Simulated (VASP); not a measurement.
# TaN (WC type) (P-6m2) in VASP: notebook

The runs below take TaN (WC type) through single point, with PBE.

All numbers are computed with VASP 6.6.1; they aren't measurements. Logs are shortened: lines on timing, memory, paths and dates and some standing lists are left out, and cuts for length are marked.

### 1 The cell of the first run

It takes space group P-6m2 (No. 187, hexagonal). The conventional cell has a = 2.516 Å, b = 2.516 Å, c = 2.550 Å, α = 90.00°, β = 90.00°, γ = 120.00°. Within 2.6 Å of Ta (site symmetry -6m2) lie 6 N at 1.93 Å and 8 Ta at 2.52 to 2.55 Å. Within 2.6 Å of N (site symmetry -6m2) lie 6 Ta at 1.93 Å and 8 N at 2.52 to 2.55 Å.

### 2 Single point, PBE (volume scaled by 0.64)

Input file INCAR:

```
SYSTEM = TaN
PREC = Accurate
ENCUT = 520
EDIFF = 1E-7
ISMEAR = -1
SIGMA = 0.05
LREAL = .False.
LASPH = .True.
NELM = 80
ALGO = Normal
ISIF = 2
LWAVE = .False.
LCHARG = .False.
GGA = PE
NBANDS = 15
```

Input file KPOINTS:

```
Automatic mesh
0
Gamma
  15 15 13
  0 0 0
```

Input file POSCAR:

```
TaN
1.0
    2.5161187071      0.0000000000      0.0000000000
   -1.2580593536      2.1790227193      0.0000000000
    0.0000000000      0.0000000000      2.5495513361
Ta N
1 1
Direct
    0.0000000000      0.0000000000      0.0000000000
    0.3333333333      0.6666666667      0.5000000000
```

Potentials or basis: VASP PAW PBE potentials, release 64 (Ta_pv, N).

Run with:

```console
$ cat potpaw_PBE.64/Ta_pv/POTCAR potpaw_PBE.64/N/POTCAR > POTCAR
$ mpirun -np 1 vasp_std > vasp.out
```

OUTCAR:

```text
SYSTEM = TaN
   PREC = Accurate
   ENCUT = 520
   EDIFF = 1E-7
   ISMEAR = -1
   LREAL = .False.
   LASPH = .True.
   NELM = 80
   ISIF = 2
   GGA = PE

 ion  position               nearest neighbor table
   1  0.000  0.000  0.000-   2 1.93   2 1.93   2 1.93   2 1.93   2 1.93   2 1.93
   2  0.333  0.667  0.500-   1 1.93   1 1.93   1 1.93   1 1.93   1 1.93   1 1.93

  LATTYP: Found a hexagonal cell.
 ALAT       =     2.5161187071
 C/A-ratio  =     1.0132873814

  Lattice vectors:

 A1 = (   2.5161187071,   0.0000000000,   0.0000000000)
 A2 = (  -1.2580593536,   2.1790227193,   0.0000000000)
 A3 = (   0.0000000000,   0.0000000000,   2.5495513361)

Analysis of symmetry for initial positions (statically):
=====================================================================
 Subroutine PRICEL returns:
 Original cell was already a primitive cell.

 Routine SETGRP: Setting up the symmetry group for a
 hexagonal supercell.

 Subroutine GETGRP returns: Found 12 space group operations
 (whereof 12 operations were pure point group operations)
 out of a pool of 24 trial point group operations.

The static configuration has the point symmetry D_3h.

Analysis of symmetry for dynamics (positions and initial velocities):
=====================================================================
 Subroutine PRICEL returns:
 Original cell was already a primitive cell.

 Routine SETGRP: Setting up the symmetry group for a
 hexagonal supercell.

 Subroutine GETGRP returns: Found 12 space group operations
 (whereof 12 operations were pure point group operations)
 out of a pool of 24 trial point group operations.

The dynamic configuration has the point symmetry D_3h.

 Subroutine INISYM returns: Found 12 space group operations
 (whereof 12 operations are pure point group operations),
 and found     1 'primitive' translations

----------------------------------------------------------------------------------------

                                     Primitive cell

  volume of cell :      13.9784

  direct lattice vectors                    reciprocal lattice vectors
     2.516118707  0.000000000  0.000000000     0.397437528  0.229460664  0.000000000
    -1.258059354  2.179022719  0.000000000     0.000000000  0.458921328  0.000000000
     0.000000000  0.000000000  2.549551336     0.000000000  0.000000000  0.392225874

  length of vectors
     2.516118707  2.516118707  2.549551336     0.458921328  0.458921328  0.392225874

  position of ions in fractional coordinates (direct lattice)
     0.000000000  0.000000000  0.000000000
     0.333333333  0.666666667  0.500000000

  ion indices of the primitive-cell ions
   primitive index   ion index
                 1           1
                 2           2

----------------------------------------------------------------------------------------

 KPOINTS: Automatic mesh

Automatic generation of k-mesh.
 Grid dimensions read from file:
 generate k-points for:   15   15   13

 Generating k-lattice:

  Cartesian coordinates                     Fractional coordinates (reciprocal lattice)
     0.026495835  0.015297378  0.000000000     0.066666667  0.000000000  0.000000000
     0.000000000  0.030594755  0.000000000     0.000000000  0.066666667  0.000000000
     0.000000000  0.000000000  0.030171221     0.000000000  0.000000000  0.076923077

  Length of vectors
     0.030594755  0.030594755  0.030171221

  Shift w.r.t. Gamma in fractional coordinates (k-lattice)
     0.000000000  0.000000000  0.000000000

 Subroutine IBZKPT returns following result:
 ===========================================

 Found    189 irreducible k-points:

 Following reciprocal coordinates:
            Coordinates               Weight
  0.000000  0.000000  0.000000      1.000000
  0.066667  0.000000  0.000000      6.000000
  0.133333  0.000000  0.000000      6.000000
  0.200000 -0.000000  0.000000      6.000000
  0.266667  0.000000  0.000000      6.000000
  0.333333 -0.000000  0.000000      6.000000
[... 16 lines left out ...]
  0.333333  0.200000  0.000000     12.000000
  0.400000  0.200000  0.000000      6.000000
 [... further k-points ...]
   k-points           NKPTS =    189   k-points in BZ     NKDIM =    189   number of bands    NBANDS=     15
   number of dos      NEDOS =    301   number of ions     NIONS =      2
   total plane-waves  NPLWV =   8000
   dimension x,y,z NGX =    20 NGY =   20 NGZ =   20
   dimension x,y,z NGXF=    40 NGYF=   40 NGZF=   40
   ions per type =               1   1
   NGX,Y,Z   is equivalent  to a cutoff of  13.21, 13.21, 13.04 a.u.
   NGXF,Y,Z  is equivalent  to a cutoff of  26.43, 26.43, 26.08 a.u.
 SYSTEM =  TaN
   PREC   = accura    normal or accurate (medium, high low for compatibility)
   ISTART =      0    job   : 0-new  1-cont  2-samecut
   ICHARG =      2    charge: 1-file 2-atom 10-const
   ISPIN  =      1    spin polarized calculation?
   LNONCOLLINEAR =      F non collinear calculations
   LSORBIT =      F    spin-orbit coupling
   LASPH  =      T    aspherical Exc in radial PAW
   ENCUT  =  520.0 eV  38.22 Ry    6.18 a.u.   4.68  4.68  4.74*2*pi/ulx,y,z
   NELM   =     80;   NELMIN=  2; NELMDL= -5     # of ELM steps
   EDIFF  = 0.1E-06   stopping-criterion for ELM
   LREAL  =      F    real-space projection
   EDIFFG = 0.1E-05   stopping-criterion for IOM
   NSW    =      0    number of steps for IOM
   IBRION =     -1    ionic relax: 0-MD 1-quasi-New 2-CG
   NFREE  =      0    steps in history (QN), initial steepest desc. (CG)
   ISIF   =      2    stress and relaxation
   ISYM   =      2    0-nonsym 1-usesym 2-fastsym
   POTIM  = 0.5000    time-step for ionic-motion
   TEBEG  =    0.0;   TEEND  =   0.0 temperature during run
   PSTRESS=    0.0 pullay stress
   NELECT =      16.0000    total number of electrons
   NUPDOWN=      -1.0000    fix difference up-down
   EMIN   =  10.00;   EMAX   =-10.00  energy-range for DOS
   EFERMI =   0.00;   METHOD = LEGACY
   ISMEAR =    -1;   SIGMA  =   0.05  broadening in eV -4-tet -1-fermi 0-gaus
   EFERMI_NEDOS =   21; number of points for ismear=-14 and -15
   IALGO  =     38    algorithm
   IMIX   =      4    mixing-type and parameters
     AMIX     =   0.40;   BMIX     =  1.00
     AMIX_MAG =   1.60;   BMIX_MAG =  1.00
  volume/ion in A,a.u.               =       6.99        47.17
  Fermi-wavevector in a.u.,A,eV,Ry     =   1.712495  3.236146 39.900971  2.932639
  Thomas-Fermi vector in A             =   2.790413
   LORBIT       =      0    0 simple, 1 ext, 2 COOP (PROOUT), +10 PAW based schemes
   GGA     = PE    functional components
   LHFCALC =     F    Hartree Fock is set to
   AEXX    =    0.0000 exact exchange contribution
   IVDW    =     0    specifies the selected vdW correction
   LEPSILON=     F    determine dielectric tensor
   LRPA    =     F    only Hartree local field effects (RPA)
 non-spin polarized calculation
  energy-cutoff  :      520.00
  volume of cell :       13.98
 maximum number of plane-waves:       394
 NGX is ok and might be reduce to    20
   NGX =  9   NGY =  9   NGZ =  9

 number of electron      16.0000001 magnetization

 Free energy of the ion-electron system (eV)
  ---------------------------------------------------
  ext. energy  EPLUGINS =         0.00000000
  ---------------------------------------------------
  free energy    TOTEN  =       -15.90468045 eV

  energy without entropy =      -15.90247743  energy(sigma->0) =      -15.90357894

 E-fermi :  14.1207     XC(G=0): -15.8894

 val. band max:       14.1095757279   @ k =   0.1333   0.0000   0.4615
 cond. band min:      14.1383222439   @ k =   0.3333   0.3333   0.0000
 fundamental gap:      0.0287465160
 Fermi energy:        14.1206528801

 k-point     1 :       0.0000    0.0000    0.0000
  band No.  band energies     occupation
      1     -20.5983      2.00000
      2     -19.4675      2.00000
      3     -19.4675      2.00000
      4      -7.6328      2.00000
      5       6.5779      2.00000
      6       6.9445      2.00000
      7       6.9445      2.00000
      8      10.3065      2.00000
      9      19.1893      0.00000
     10      19.1893      0.00000
     11      19.2968      0.00000
     12      20.3828      0.00000
     13      20.3828      0.00000
     14      28.3811      0.00000
     15      31.6729      0.00000

 k-point     2 :       0.0667    0.0000    0.0000
  band No.  band energies     occupation
      1     -20.5669      2.00000
      2     -19.7192      2.00000
      3     -19.5133      2.00000
      4      -7.4021      2.00000
      5       6.4038      2.00000
      6       7.0417      2.00000
      7       7.1066      2.00000
      8       9.9984      2.00000
      9      18.6241      0.00000
     10      19.1999      0.00000
     11      20.0967      0.00000
     12      20.2695      0.00000
     13      20.6005      0.00000
     14      28.3817      0.00000
     15      31.3541      0.00000

 k-point     3 :       0.1333    0.0000    0.0000
  band No.  band energies     occupation
      1     -20.4770      2.00000
      2     -20.3811      2.00000
      3     -19.6409      2.00000
      4      -6.7939      2.00000
      5       5.6574      2.00000
      6       7.5554      2.00000
      7       7.6686      2.00000
      8       9.2064      2.00000
      9      17.7770      0.00000
     10      19.2776      0.00000
     11      19.9617      0.00000
     12      21.0774      0.00000
     13      21.5938      0.00000
     14      28.3833      0.00000
     15      30.7856      0.00000

 k-point     4 :       0.2000   -0.0000    0.0000
  band No.  band energies     occupation
      1     -21.2534      2.00000
      2     -20.3419      2.00000
      3     -19.8235      2.00000
      4      -5.9835      2.00000
      5       4.7371      2.00000
      6       8.1839      2.00000
      7       8.1881      2.00000
      8       8.5078      2.00000
      9      16.9607      0.00000
     10      19.5376      0.00000
     11      19.5388      0.00000
     12      21.4744      0.00000
     13      23.4118      0.00000
     14      28.3894      0.00000
     15      30.4486      0.00000
[... 307 lines left out ...]
 k-point    22 :       0.2667    0.2000    0.0000
  band No.  band energies     occupation
      1     -23.0946      2.00000
      2     -21.1525      2.00000
      3     -19.8696      2.00000
      4      -3.1300      2.00000
      5       3.3328      2.00000
      6       5.7497      2.00000
      7       7.8523      2.00000
      8      11.0955      2.00000
      9      15.4686      0.00000
     10      15.7888      0.00000
     11      22.3147      0.00000
     12      24.7422      0.00000
     13      28.2913      0.00000
     14      28.7487      0.00000
     15      32.7908      0.00000

 k-point    23 :       0.3333    0.2000    0.0000
  band No.  band energies     occupation
      1     -23.3140      2.00000
      2     -21.4226      2.00000
      3     -19.7877      2.00000
      4      -2.5834      2.00000
      5       3.2258      2.00000
      6       5.4307      2.00000
      7       7.3448      2.00000
      8      11.4539      2.00000
      9      15.2220      0.00000
     10      16.6517      0.00000
     11      20.9587      0.00000
     12      25.1383      0.00000
     13      28.3811      0.00000
     14      30.9287      0.00000
     15      33.2234      0.00000

 k-point    24 :       0.4000    0.2000    0.0000
  band No.  band energies     occupation
      1     -23.3881      2.00000
      2     -21.5191      2.00000
      3     -19.7585      2.00000
      4      -2.3823      2.00000
      5       3.2030      2.00000
      6       5.3214      2.00000
      7       7.1305      2.00000
      8      11.5151      2.00000
      9      15.0276      0.00000
     10      17.9843      0.00000
     11      19.5439      0.00000
     12      25.2610      0.00000
     13      28.3842      0.00000
     14      32.2061      0.00000
     15      33.1076      0.00000

 [... further k-points ...]
[... 5 lines left out ...]
  --------------------------------------------------------------------------------------
  -------------------------------------------------------------------------------------
  Total       33.9231915     33.9231915     34.0251648     -0.0000000      0.0000000      0.0000000
  in kB     3888.2182987   3888.2182988   3899.9063052     -0.0000001      0.0000000      0.0000000
  external PRESSURE =    3892.1143009 kB  Pullay stress =       0.0000000 kB

 VOLUME and BASIS-vectors are now :
 -----------------------------------------------------------------------------
  energy-cutoff  :      520.00
  volume of cell :       13.98
      direct lattice vectors                 reciprocal lattice vectors
     2.516118707  0.000000000  0.000000000     0.397437528  0.229460664  0.000000000
    -1.258059354  2.179022719  0.000000000     0.000000000  0.458921328  0.000000000
     0.000000000  0.000000000  2.549551336     0.000000000  0.000000000  0.392225874

 POSITION                                       TOTAL-FORCE (eV/Angst)
 -----------------------------------------------------------------------------------
      0.00000      0.00000      0.00000        -0.000000      0.000000      0.000000
     -0.00000      1.45268      1.27478         0.000000     -0.000000      0.000000
 -----------------------------------------------------------------------------------
    total drift:                               -0.000000      0.000000     -0.000000

  FREE ENERGIE OF THE ION-ELECTRON SYSTEM (eV)
  ---------------------------------------------------
  free  energy   TOTEN  =       -15.9046804500 eV

  energy  without entropy=      -15.9024774322  energy(sigma->0) =      -15.90357894
```

It took 23 s on 1 thread of Intel Xeon Platinum 8488C (Sapphire Rapids), shared host; peak memory 0.15 GiB.

Results:

```yaml
Free_energy: -15.9047 eV
Pressure: 389.2 GPa
Band_gap_on_the_k_mesh: zero (band 8 reaches 14.76 eV, above the bottom of band 9 at 13.00 eV)
```

Stress tensor (GPa, compression positive):
```
388.82   0.00   0.00
  0.00 388.82   0.00
  0.00   0.00 389.99
```

Caveat: the cell differs from its parent crystal (volume scaled by 0.64); spin-orbit coupling is left out, which moves the levels of the heavy elements.

### 3 Single point, PBE

This run uses another cell than the first one, of 7.86 Å³/atom, 1.125 times its volume.

INCAR: that of step 2 with these lines changed.

```diff
@@ -3,3 +3,3 @@
 ENCUT = 520
-EDIFF = 1E-7
+EDIFF = 1E-6
 ISMEAR = -1
```

KPOINTS is that of step 2.

Input file POSCAR:

```
TaN
1.0
    2.6249317878      0.0000000000      0.0000000000
   -1.3124658939      2.2732576114      0.0000000000
    0.0000000000      0.0000000000      2.6353754291
Ta N
1 1
Direct
    0.0000000000      0.0000000000      0.0000000000
    0.3333333333      0.6666666667      0.5000000000
```

Potentials or basis: VASP PAW PBE potentials, release 64 (Ta_pv, N).

Run with:

```console
$ cat potpaw_PBE.64/Ta_pv/POTCAR potpaw_PBE.64/N/POTCAR > POTCAR
$ mpirun -np 1 vasp_std > vasp.out
```

It took 20 s on 1 thread of Intel Xeon Platinum 8488C (Sapphire Rapids), shared host; peak memory 0.16 GiB.

Results (log left out):

```
Free energy            : -19.1895 eV
Pressure               : 225.7 GPa
Band gap on the k mesh : zero (band 8 reaches 12.47 eV, above the bottom of band 9 at 11.61 eV)
```

Stress tensor (GPa, compression positive):
```
225.35   0.00   0.00
  0.00 225.35   0.00
  0.00   0.00 226.25
```

Levels at points of the mesh, in eV from the Fermi level:
```tsv
k point	band 6	band 7	band 8	band 9	band 10	band 11
(0.00, 0.00, 0.00)	-6.22	-6.22	-3.52	4.58	4.79	4.79
```

Caveat: spin-orbit coupling is left out, which moves the levels of the heavy elements.

[end of part 1 of 2]
